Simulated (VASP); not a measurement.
A run of VASP 6.6.1:

Contents of INCAR:

```
SYSTEM = MgB2
PREC = Accurate
ENCUT = 520
EDIFF = 1E-6
ISMEAR = 0
SIGMA = 0.1
LREAL = .FALSE.
LASPH = .TRUE.
NELM = 60
ALGO = Normal
ISIF = 2
LWAVE = .FALSE.
LCHARG = .FALSE.
GGA = CA
NBANDS = 11
```

Contents of KPOINTS:

```
Automatic mesh
0
G
  15 15 12
  0 0 0
```

File POSCAR:

```
MgB2
1.0
    3.0343890832      0.0000000000      0.0000000000
   -1.5171945416      2.6278580311      0.0000000000
    0.0000000000      0.0000000000      3.4597428529
Mg B
1 2
Direct
    0.0000000000      0.0000000000      0.0000000000
    0.3333333333      0.6666666667      0.5000000000
    0.6666666667      0.3333333333      0.5000000000
```

Potentials or basis: VASP PAW LDA potentials, release 64 (Mg, B).

Launch:

```bash
$ cat potpaw_LDA.64/Mg/POTCAR potpaw_LDA.64/B/POTCAR > POTCAR
$ mpirun -np 1 vasp_std > vasp.out
```

Hardware: 1 thread of Intel Xeon 8259CL, with other jobs on the host.

Problem. Estimate the wall time of this run.

Solution. It took 86 s on 1 thread of Intel Xeon 8259CL (shared host), peak memory 0.18 GiB. Counts: scf iterations 12, k points 189.
